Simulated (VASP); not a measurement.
# Li (P6_3/mmc) in VASP: single point with PBE

Aim: the single point of Li with PBE.

Everything below comes from runs of VASP 6.6.1. Logs are shortened: lines on timing, memory, paths and dates and some standing lists are left out, and cuts for length are marked.

**1. The cell of the first run**

The structure is hexagonal, space group P6_3/mmc (No. 194). Conventional cell: a = 2.276 Å, b = 2.276 Å, c = 7.206 Å, α = 90.00°, β = 90.00°, γ = 120.00°. Within 2.9 Å of Li (site symmetry -3m) lie 12 Li at 2.23 to 2.28 Å. Within 2.9 Å of Li (site symmetry -6m2) lie 12 Li at 2.23 to 2.28 Å.

This isn't the form of Li at room conditions, which is bcc.

**2. Single point, PBE (8.08 Å³/atom)**

Input file POSCAR:

```
Li
1.0
    2.2757091305      0.0000000000      0.0000000000
   -1.1378545653      1.9708219186      0.0000000000
    0.0000000000      0.0000000000      7.2060947106
Li
4
Direct
    0.0000000000      0.0000000000      0.0000000000
    0.0000000000      0.0000000000      0.5000000000
    0.3333333333      0.6666666667      0.2500000000
    0.6666666667      0.3333333333      0.7500000000
```

Input file INCAR.step1:

```
ALGO = Normal
EDIFF = 1E-6
ENCUT = 520
GGA = PE
ISIF = 2
ISMEAR = -1
LASPH = T
LCHARG = T
LREAL = F
LWAVE = F
NBANDS = 14
NELM = 100
PREC = Accurate
SIGMA = 0.05
```

Input file KPOINTS.step1:

```
k-points
0
Gamma
  10 10 6
```

Input file INCAR.step2:

```
ALGO = Normal
EDIFF = 1E-6
ENCUT = 520
GGA = PE
ICHARG = 11
ISIF = 2
ISMEAR = -5
LASPH = T
LCHARG = F
LORBIT = 11
LREAL = F
LWAVE = F
NEDOS = 1001
NELM = 100
PREC = Accurate
SIGMA = 0.05
```

Input file KPOINTS.step2:

```
k-points
0
Gamma
  15 15 9
```

Potentials or basis: VASP PAW PBE potentials, release 64 (Li_sv).

Started as:

```
cat potpaw_PBE.64/Li_sv/POTCAR > POTCAR
cp INCAR.step1 INCAR
cp KPOINTS.step1 KPOINTS
mpirun -np 1 vasp_std > vasp.out
cp INCAR.step2 INCAR
cp KPOINTS.step2 KPOINTS
mpirun -np 1 vasp_std > vasp.out
```

OUTCAR:

```text
EDIFF = 1E-6
   ENCUT = 520
   GGA = PE
   ICHARG = 11
   ISIF = 2
   ISMEAR = -5
   LASPH = T
   LORBIT = 11
   LREAL = F
   NELM = 100
   PREC = Accurate

 ion  position               nearest neighbor table
   1  0.000  0.000  0.000-   3 2.23   4 2.23   3 2.23   4 2.23   4 2.23   3 2.23
   2  0.000  0.000  0.500-   3 2.23   4 2.23   3 2.23   4 2.23   4 2.23   3 2.23
   3  0.333  0.667  0.250-   1 2.23   2 2.23   1 2.23   2 2.23   1 2.23   2 2.23
   4  0.667  0.333  0.750-   1 2.23   2 2.23   1 2.23   2 2.23   1 2.23   2 2.23

  LATTYP: Found a hexagonal cell.
 ALAT       =     2.2757091305
 C/A-ratio  =     3.1665271339

  Lattice vectors:

 A1 = (   2.2757091305,   0.0000000000,   0.0000000000)
 A2 = (  -1.1378545653,   1.9708219186,   0.0000000000)
 A3 = (   0.0000000000,   0.0000000000,   7.2060947106)

Analysis of symmetry for initial positions (statically):
=====================================================================
 Subroutine PRICEL returns:
 Original cell was already a primitive cell.

 Routine SETGRP: Setting up the symmetry group for a
 hexagonal supercell.

 Subroutine GETGRP returns: Found 24 space group operations
 (whereof 12 operations were pure point group operations)
 out of a pool of 24 trial point group operations.

The static configuration has the point symmetry D_3d.
 The point group associated with its full space group is D_6h.

Analysis of symmetry for dynamics (positions and initial velocities):
=====================================================================
 Subroutine PRICEL returns:
 Original cell was already a primitive cell.

 Routine SETGRP: Setting up the symmetry group for a
 hexagonal supercell.

 Subroutine GETGRP returns: Found 24 space group operations
 (whereof 12 operations were pure point group operations)
 out of a pool of 24 trial point group operations.

The dynamic configuration has the point symmetry D_3d.
 The point group associated with its full space group is D_6h.

 Subroutine INISYM returns: Found 24 space group operations
 (whereof 12 operations are pure point group operations),
 and found     1 'primitive' translations

----------------------------------------------------------------------------------------

                                     Primitive cell

  volume of cell :      32.3195

  direct lattice vectors                    reciprocal lattice vectors
     2.275709131  0.000000000  0.000000000     0.439423469  0.253701258  0.000000000
    -1.137854565  1.970821919  0.000000000     0.000000000  0.507402516  0.000000000
     0.000000000  0.000000000  7.206094711     0.000000000  0.000000000  0.138771421

  length of vectors
     2.275709131  2.275709130  7.206094711     0.507402516  0.507402516  0.138771421

  position of ions in fractional coordinates (direct lattice)
     0.000000000  0.000000000  0.000000000
     0.000000000  0.000000000  0.500000000
     0.333333333  0.666666667  0.250000000
     0.666666667  0.333333333  0.750000000

  ion indices of the primitive-cell ions
   primitive index   ion index
                 1           1
                 2           2
                 3           3
                 4           4

----------------------------------------------------------------------------------------

 KPOINTS: k-points

Automatic generation of k-mesh.
 Grid dimensions read from file:
 generate k-points for:   15   15    9

 Generating k-lattice:

  Cartesian coordinates                     Fractional coordinates (reciprocal lattice)
     0.029294898  0.016913417  0.000000000     0.066666667  0.000000000  0.000000000
     0.000000000  0.033826834  0.000000000     0.000000000  0.066666667  0.000000000
     0.000000000  0.000000000  0.015419047     0.000000000  0.000000000  0.111111111

  Length of vectors
     0.033826834  0.033826834  0.015419047

  Shift w.r.t. Gamma in fractional coordinates (k-lattice)
     0.000000000  0.000000000  0.000000000

 TETIRR: Found   1950 inequivalent tetrahedra from    12150

 Subroutine IBZKPT returns following result:
 ===========================================

 Found    135 irreducible k-points:

 Following reciprocal coordinates:
            Coordinates               Weight
  0.000000  0.000000  0.000000      1.000000
  0.066667  0.000000  0.000000      6.000000
  0.133333  0.000000  0.000000      6.000000
  0.200000  0.000000  0.000000      6.000000
  0.266667  0.000000  0.000000      6.000000
  0.333333  0.000000  0.000000      6.000000
[... 16 lines left out ...]
  0.333333  0.200000  0.000000     12.000000
  0.400000  0.200000  0.000000      6.000000
 [... further k-points ...]
   k-points           NKPTS =    135   k-points in BZ     NKDIM =    135   number of bands    NBANDS=     10
   number of dos      NEDOS =   1001   number of ions     NIONS =      4
   total plane-waves  NPLWV =  17496
   dimension x,y,z NGX =    18 NGY =   18 NGZ =   54
   dimension x,y,z NGXF=    36 NGYF=   36 NGZF=  108
   ions per type =               4
   NGX,Y,Z   is equivalent  to a cutoff of  13.15, 13.15, 12.46 a.u.
   NGXF,Y,Z  is equivalent  to a cutoff of  26.30, 26.30, 24.92 a.u.
 SYSTEM =  unknown system
   PREC   = accura    normal or accurate (medium, high low for compatibility)
   ISTART =      0    job   : 0-new  1-cont  2-samecut
   ICHARG =     11    charge: 1-file 2-atom 10-const
   ISPIN  =      1    spin polarized calculation?
   LNONCOLLINEAR =      F non collinear calculations
   LSORBIT =      F    spin-orbit coupling
   LASPH  =      T    aspherical Exc in radial PAW
   ENCUT  =  520.0 eV  38.22 Ry    6.18 a.u.   4.23  4.23 13.40*2*pi/ulx,y,z
   NELM   =    100;   NELMIN=  2; NELMDL=  0     # of ELM steps
   EDIFF  = 0.1E-05   stopping-criterion for ELM
   LREAL  =      F    real-space projection
   EDIFFG = 0.1E-04   stopping-criterion for IOM
   NSW    =      0    number of steps for IOM
   IBRION =     -1    ionic relax: 0-MD 1-quasi-New 2-CG
   NFREE  =      0    steps in history (QN), initial steepest desc. (CG)
   ISIF   =      2    stress and relaxation
   ISYM   =      2    0-nonsym 1-usesym 2-fastsym
   POTIM  = 0.5000    time-step for ionic-motion
   TEBEG  =    0.0;   TEEND  =   0.0 temperature during run
   PSTRESS=    0.0 pullay stress
   NELECT =      12.0000    total number of electrons
   NUPDOWN=      -1.0000    fix difference up-down
   EMIN   =  10.00;   EMAX   =-10.00  energy-range for DOS
   EFERMI =   0.00;   METHOD = LEGACY
   ISMEAR =    -5;   SIGMA  =   0.05  broadening in eV -4-tet -1-fermi 0-gaus
   EFERMI_NEDOS =   21; number of points for ismear=-14 and -15
   IALGO  =     38    algorithm
   IMIX   =      4    mixing-type and parameters
     AMIX     =   0.40;   BMIX     =  1.00
     AMIX_MAG =   1.60;   BMIX_MAG =  1.00
  volume/ion in A,a.u.               =       8.08        54.53
  Fermi-wavevector in a.u.,A,eV,Ry     =   1.176650  2.223546 18.837330  1.384505
  Thomas-Fermi vector in A             =   2.313010
   LORBIT       =     11    0 simple, 1 ext, 2 COOP (PROOUT), +10 PAW based schemes
   GGA     = PE    functional components
   LHFCALC =     F    Hartree Fock is set to
   AEXX    =    0.0000 exact exchange contribution
   IVDW    =     0    specifies the selected vdW correction
   LEPSILON=     F    determine dielectric tensor
   LRPA    =     F    only Hartree local field effects (RPA)
 non-spin polarized calculation
 Fermi weights with tetrahedron method with Bloechl corrections
  energy-cutoff  :      520.00
  volume of cell :       32.32
 maximum number of plane-waves:       897
 NGX is ok and might be reduce to    18

 number of electron      11.9999968 magnetization

 Free energy of the ion-electron system (eV)
  ---------------------------------------------------
  ext. energy  EPLUGINS =         0.00000000
  ---------------------------------------------------
  free energy    TOTEN  =        -3.10682108 eV

  energy without entropy =       -3.10682108  energy(sigma->0) =       -3.10682108

 E-fermi :   4.5172     XC(G=0):  -9.7059

 val. band max:        4.5405461183   @ k =   0.4000   0.0000   0.0000
 cond. band min:       4.5079580458   @ k =   0.2667   0.1333   0.1111
 fundamental gap:     -0.0325880724
 Fermi energy:         4.5171755963

 k-point     1 :       0.0000    0.0000    0.0000
  band No.  band energies     occupation
      1     -41.2858      2.00000
      2     -41.0579      2.00000
      3     -41.0506      2.00000
      4     -40.8189      2.00000
      5       0.5801      2.00000
      6       1.7534      2.00000
      7       1.7561      2.00000
      8       4.1885      2.00000
      9      12.5598      0.00000
     10      20.5211      0.00000

 k-point     2 :       0.0667    0.0000    0.0000
  band No.  band energies     occupation
      1     -41.2699      2.00000
      2     -41.0469      2.00000
      3     -41.0394      2.00000
      4     -40.8128      2.00000
      5       0.6446      2.00000
      6       1.8405      2.00000
      7       1.8427      2.00000
      8       4.3580      1.74466
      9      12.4554      0.00000
     10      20.4314      0.00000

 k-point     3 :       0.1333    0.0000    0.0000
  band No.  band energies     occupation
      1     -41.2250      2.00000
      2     -41.0155      2.00000
      3     -41.0082      2.00000
      4     -40.7959      2.00000
      5       0.8387      2.00000
      6       2.0992      2.00000
      7       2.1021      2.00000
      8       4.8662     -0.08706
      9      12.1444      0.00000
     10      20.0097      0.00000
[... 248 lines left out ...]
 k-point    23 :       0.3333    0.2000    0.0000
  band No.  band energies     occupation
      1     -40.8452      2.00000
      2     -40.7891      2.00000
      3     -40.7822      2.00000
      4     -40.7270      2.00000
      5       4.3510      1.53748
      6       5.7208      0.00000
      7       5.8238      0.00000
      8       8.4805      0.00000
      9      11.2412      0.00000
     10      11.4517      0.00000

 k-point    24 :       0.4000    0.2000    0.0000
  band No.  band energies     occupation
      1     -40.8205      2.00000
      2     -40.7799      2.00000
      3     -40.7732      2.00000
      4     -40.7333      2.00000
      5       4.9145      0.05628
      6       6.2158      0.00000
      7       6.2764      0.00000
      8       7.5919      0.00000
      9      10.6718      0.00000
     10      11.0337      0.00000

 [... further k-points ...]
[... 5 lines left out ...]
  --------------------------------------------------------------------------------------
  -------------------------------------------------------------------------------------
  Total       11.8634746     11.8634746     11.7426873     -0.0000000      0.0000000      0.0000000
  in kB      588.1097571    588.1097571    582.1219540     -0.0000000      0.0000000      0.0000000
  external PRESSURE =     586.1138227 kB  Pullay stress =       0.0000000 kB

 VOLUME and BASIS-vectors are now :
 -----------------------------------------------------------------------------
  energy-cutoff  :      520.00
  volume of cell :       32.32
      direct lattice vectors                 reciprocal lattice vectors
     2.275709131  0.000000000  0.000000000     0.439423469  0.253701258  0.000000000
    -1.137854565  1.970821919  0.000000000     0.000000000  0.507402516  0.000000000
     0.000000000  0.000000000  7.206094711     0.000000000  0.000000000  0.138771421

 POSITION                                       TOTAL-FORCE (eV/Angst)
 -----------------------------------------------------------------------------------
      0.00000      0.00000      0.00000        -0.000000      0.000000      0.000000
      0.00000      0.00000      3.60305         0.000000      0.000000      0.000000
     -0.00000      1.31388      1.80152        -0.000000      0.000000     -0.000000
      1.13785      0.65694      5.40457         0.000000     -0.000000      0.000000
 -----------------------------------------------------------------------------------
    total drift:                                0.000000      0.000000      0.000000

  FREE ENERGIE OF THE ION-ELECTRON SYSTEM (eV)
  ---------------------------------------------------
  free  energy   TOTEN  =        -3.1068210844 eV

  energy  without entropy=       -3.1068210844  energy(sigma->0) =       -3.10682108

 total charge

# of ion       s       p       d       tot
------------------------------------------
    1        2.098   0.156   0.000   2.254
    2        2.098   0.156   0.000   2.254
    3        2.098   0.156   0.000   2.255
    4        2.098   0.156   0.000   2.255
--------------------------------------------------
tot          8.393   0.626   0.000   9.018
```

Run time: 51 s. Hardware: 1 thread of Intel Xeon 8259CL, shared host; peak memory 0.15 GiB.

What came out:

| Quantity | Value |
| --- | --- |
| Valence electrons inside the program's atomic spheres | Li 2.25 |

Levels at points of the mesh, in eV from the Fermi level:
```
           k point  band 4  band 5  band 6  band 7  band 8  band 9
(0.00, 0.00, 0.00)  -45.34   -3.94   -2.76   -2.76   -0.33    8.04
```

Caveat: the cutoff is under 1.25 times the usual one of these potentials, so pressure, stress and relaxed cells hold a basis-set (Pulay) error; tetrahedron occupations give inexact forces and stress in metals.
